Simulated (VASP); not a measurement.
The system is GdO.

```
Gd O
1.0
     0.00000    2.71788    2.71788
     2.71788    0.00000    2.71788
     2.71788    2.71788    0.00000
Gd O
1 1
Direct
  0.00000 0.00000 0.00000
  0.75000 0.75000 0.75000
```

Base run:

- Program: VASP 6.6.1
- Functional: r2SCAN
- Potentials or basis: VASP PAW PBE potentials, release 64 (Gd, O)
- Cutoff: 520 eV
- k mesh: 9 × 9 × 9
- Occupations: fermi-dirac, width 0.05 eV
- Spin: collinear spin, ferromagnetic start
- Starting moments: [7.0, 0.0] μB

Its results: pressure -4.3 GPa; net moment 7.94 μB per cell; site moments Gd +6.98; O +0.03 μB.

Problem. The run is repeated on the same cell with these changes: functional from r2SCAN to LDA; further incar settings from ALGO = Normal; EDIFF = 1e-07; NBANDS = 23 to ALGO = Normal; EDIFF = 1e-06; NBANDS = 23. What comes out?

Solution. Pressure -8.9 GPa; net moment 6.86 μB per cell; site moments Gd +6.64; O -0.05 μB.

Caveats: the cell stands under tension; the PAW data sets were made with another functional, which shifts forces and pressure a little; a cell with one magnetic atom can't hold antiferromagnetic order, which such compounds often take.
